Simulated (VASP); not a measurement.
Runs of VASP 6.6.1 on Ba. The structure is that of space group Fd-3m (No. 227), or close to it. The cells are those of the table. 

```tsv
cell	gap on the mesh (eV)	pressure (GPa)
a = 5.170 Å, angles 60.0°, 2 atoms	none	1.5
a = 5.443 Å, angles 60.0°, 2 atoms	none	-0.6
a = 5.022 Å, angles 60.0°, 2 atoms	none	4.0
a = 5.310 Å, angles 60.0°, 2 atoms	none	(a)
a = 5.097 Å, angles 60.0°, 2 atoms	none	(b)
```

Alike in all rows: task single point; level PBEsol; potentials or basis VASP PAW PBE potentials, release 64 (Ba_sv); no spin polarisation; k mesh 8 × 8 × 8; cutoff (eV) 520; smearing fermi-dirac 0.1 eV.

Task: Fill in the values left out.

Result: (a) 0.1; (b) 2.6.

Caveats: the PAW data sets were made with another functional, which shifts forces and pressure a little; spin-orbit coupling is left out, which moves the levels of the heavy elements.

A k mesh can miss the band edges, and the runs leave out spin-orbit coupling on Ba.

A gap of «none» marks levels without a gap at the run's occupations.
